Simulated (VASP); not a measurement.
Set up this calculation in VASP 6.6.1, as the native input.

| Quantity | Value |
| --- | --- |
| Task | single point |
| Functional | PBE |
| Dispersion | D3(BJ) |
| Potentials or basis | VASP PAW PBE potentials, release 64 (Hg) |
| Cutoff | 520 eV |
| k mesh | 15 × 15 × 8 |
| Occupations | gaussian, width 0.15 eV |
| Spin | no spin polarisation |
| Dipole correction | no |
| Further INCAR settings | ALGO = Fast; EDIFF = 1e-06; NBANDS = 19 |

The structure of Hg lies in POSCAR:

```
Hg
1.0
    3.4081000000      0.0000000000      0.0000000000
   -1.7040500000      2.9515011786      0.0000000000
    0.0000000000      0.0000000000      4.8104000000
Hg
2
Direct
    0.6666666667      0.3333333333      0.7500000000
    0.3333333333      0.6666666667      0.2500000000
```

These files were run (other wordings do the same):

INCAR

```
SYSTEM = Hg
ALGO = Fast
EDIFF = 1E-6
ENCUT = 520
GGA = PE
ISIF = 2
ISMEAR = 0
IVDW = 12
LASPH = .TRUE.
LCHARG = .FALSE.
LREAL = .FALSE.
LWAVE = .FALSE.
NBANDS = 19
NELM = 80
PREC = Accurate
SIGMA = 0.15
```

KPOINTS

```
k-points
0
G
  15 15 8
  0 0 0
```

Potentials or basis: VASP PAW PBE potentials, release 64 (Hg).

Command:

```sh
$ cat potpaw_PBE.64/Hg/POTCAR > POTCAR
$ mpirun -np 1 vasp_std > vasp.out
```

It gave:

```
Pressure                   : 1.6 GPa
Band gap on the k mesh     : zero (bands 12 and 13 overlap by 1.30 eV)
Dispersion energy per atom : -0.433 eV
```

Caveat: spin-orbit coupling is left out, which moves the levels of the heavy elements.

Run time: 38 s on 1 thread of Intel(R) Xeon(R) 6975P-C (Granite Rapids) (shared host), peak memory 0.25 GiB.
